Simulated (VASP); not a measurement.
A run of VASP 6.6.1:

The input INCAR:

```
ALGO     = Normal         # electronic algorithm
EDIFF    = 1E-7           # SCF threshold, eV
ENCUT    = 520            # plane-wave cutoff, eV
GGA      = PE             # functional
ISIF     = 2              # what is computed and relaxed
ISMEAR   = 0              # smearing method
LASPH    = True           # aspherical terms in the spheres
LCHARG   = False          # write CHGCAR
LREAL    = False          # projectors in reciprocal space
LWAVE    = False          # write WAVECAR
NBANDS   = 21             # bands
NELM     = 100            # most SCF steps
PREC     = Accurate       # precision mode
SIGMA    = 0.1            # smearing width, eV
```

The input KPOINTS:

```
k-points
0
Gamma
  16 16 8
```

POSCAR

```
Ge
1.0
    2.7110841263     -1.5616580067      0.0000000000
    2.7110841263      1.5616580067      0.0000000000
   -1.8874430054      0.0000000000      5.4382381132
Ge
2
Direct
    0.0914915900      0.0914915900      0.2737078000
    0.9085084100      0.9085084100      0.7262922000
```

Potentials or basis: VASP PAW PBE potentials, release 64 (Ge_d).

Launch:

```bash
$ cat potpaw_PBE.64/Ge_d/POTCAR > POTCAR
$ mpirun -np 1 vasp_std > vasp.out
```

Hardware: 1 thread of Intel(R) Xeon(R) Platinum 8259CL CPU @ 2.50GHz (Skylake/Cascade Lake) (shared host).

How long does it take, and how much memory?

It took 6.2 min on 1 thread of Intel(R) Xeon(R) Platinum 8259CL CPU @ 2.50GHz (Skylake/Cascade Lake), on a shared host, peak memory 0.5 GiB. Counts: scf iterations 13, k points 554.
